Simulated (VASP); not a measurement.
Here is a VASP 6.6.1 calculation.

Contents of INCAR:

```
SYSTEM = ZrTiN
  ALGO = Normal
  EDIFF = 1E-6
  EDIFFG = -0.04
  ENCUT = 600
  GGA = PE
  IBRION = 2
  ISIF = 3
  ISMEAR = 0
  LASPH = .True.
  LCHARG = .False.
  LREAL = .False.
  LWAVE = .False.
  NELM = 100
  NSW = 90
  PREC = Accurate
  SIGMA = 0.1
```

Contents of KPOINTS:

```
k-points
0
Gamma
  6 6 6
  0 0 0
```

Contents of POSCAR:

```
ZrTiN
1.0
    4.1576693431      0.0000000000      0.0000000000
   -2.0788346716      3.6006472717      0.0000000000
    0.0000000000      0.0000000000      2.8658778900
Zr Ti N
1 1 1
Direct
    0.6666666667      0.3333333333      0.5000000000
    0.3333333333      0.6666666667      0.5000000000
    0.0000000000      0.0000000000      0.0000000000
```

Potentials or basis: VASP PAW PBE potentials, release 64 (Zr_sv, Ti_sv, N).

Command:

```console
$ cat potpaw_PBE.64/Zr_sv/POTCAR potpaw_PBE.64/Ti_sv/POTCAR potpaw_PBE.64/N/POTCAR > POTCAR
$ mpirun -np 1 vasp_std > vasp.out
```

Problem. Predict the relaxed volume.

Solution. 14.51 Å³/atom.

Problem. Predict the space group after relaxing (to 0.05 Å).

Solution. P-6m2 (No. 187).

Step by step:
```tsv
step	energy change (eV)	largest force (eV/Å)	pressure (GPa)	volume (Å³)
1	0.0000	0.0000	0.64	42.90
2	-0.0156	0.0000	-0.01	43.25
3	-0.0198	0.0000	-0.39	43.52
```

Caveat: the k points lie up to 0.37 Å⁻¹ apart in the final cell.
